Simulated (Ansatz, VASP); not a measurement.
# Al4Cl in VASP and in Ansatz

```
Al Cl
1.0
     4.72734    0.00000    0.00000
     0.00000    4.72734    0.00000
     0.00000    0.00000    4.72734
Al Cl
4 1
Cartesian
  1.4038 1.4038 1.4038
  3.3236 3.3236 1.4038
  3.3236 1.4038 3.3236
  1.4038 3.3236 3.3236
  0.0000 0.0000 0.0000
```

Alike in both runs: functional PBE; k mesh 8 × 8 × 8; occupations gaussian, width 0.1 eV; no spin polarisation.

Ansatz relaxed the structure, and its values are those at the end. VASP's run is a single point on that final structure, the one shown.

|  | VASP | Ansatz |
| --- | --- | --- |
| version | VASP 6.6.1 | Ansatz 0.2.0 |
| potentials or method | VASP PAW PBE potentials, release 64 (Al, Cl), cutoff 520 eV | scalar-relativistic, plane waves, PAW |
| valence electrons in the cell | 19 | 19 |

|  | VASP | Ansatz | Ansatz less VASP |
| --- | --- | --- | --- |
| gap on the k mesh at the Fermi level (eV) | none | none | - |
| pressure (GPa) | 0.0 | 0.0 | -0.02 |

A gap of «none» marks a metal or a gap that the smearing closes. The functional is the same, so the differences come from potentials, cutoffs and numerics.
